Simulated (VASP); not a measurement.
**Ta4N5: single point with r2SCAN**

Ta4N5, a slab with vacuum:

```
N Ta
1.0
     3.10882    0.00000    0.00000
    -1.55441    2.69232    0.00000
     0.00000    0.00000   25.15336
N Ta
5 4
Direct
  0.66667 0.33333 0.30807
  0.33333 0.66667 0.39708
  0.00000 0.00000 0.50000
  0.66667 0.33333 0.60292
  0.33333 0.66667 0.69193
  0.00000 0.00000 0.34363
  0.66667 0.33333 0.44846
  0.33333 0.66667 0.55154
  0.00000 0.00000 0.65637
```

```yaml
Program: VASP 6.6.1
Task: single point
Functional: r2SCAN
Potentials_or_basis: VASP PAW PBE potentials, release 64 (N, Ta_pv)
Cutoff: 520 eV
k_mesh: 12 × 12 × 1
Occupations: gaussian, width 0.1 eV
Spin: no spin polarisation
```

```yaml
Largest_force: 0.130 eV/Å
Band_gap_on_the_k_mesh: zero (an odd number of electrons rules out a gap without spin polarisation)
```

Forces in eV/Å, atoms in the order of the input:
```
N    0.000  0.000 -0.130
N    0.000  0.000  0.023
N    0.000  0.000  0.000
N    0.000  0.000 -0.023
N    0.000  0.000  0.130
Ta   0.000  0.000  0.023
Ta   0.000  0.000 -0.018
Ta   0.000  0.000  0.018
Ta   0.000  0.000 -0.023
```

Levels at points of the mesh, in eV from the Fermi level:
| k point | band 31 | band 32 | band 33 | band 34 | band 35 | band 36 | band 37 | band 38 |
| --- | --- | --- | --- | --- | --- | --- | --- | --- |
| (0.00, 0.00, 0.00) | -3.29 | -3.29 | -1.15 | -1.15 | -1.14 | -0.12 | -0.12 | 0.04 |
| (0.50, 0.00, 0.00) | -3.84 | -3.73 | -2.77 | -0.74 | 1.10 | 1.80 | 2.41 | 2.53 |

It took 35 min on 1 thread of Oxide Virtual Turin-like Processor (shared host), peak memory 0.41 GiB.

Caveat: the PAW data sets were made with another functional, which shifts forces and pressure a little; spin-orbit coupling is left out, which moves the levels of the heavy elements; an odd number of electrons without spin polarisation forces a metal; a magnetic or distorted state may lie lower.
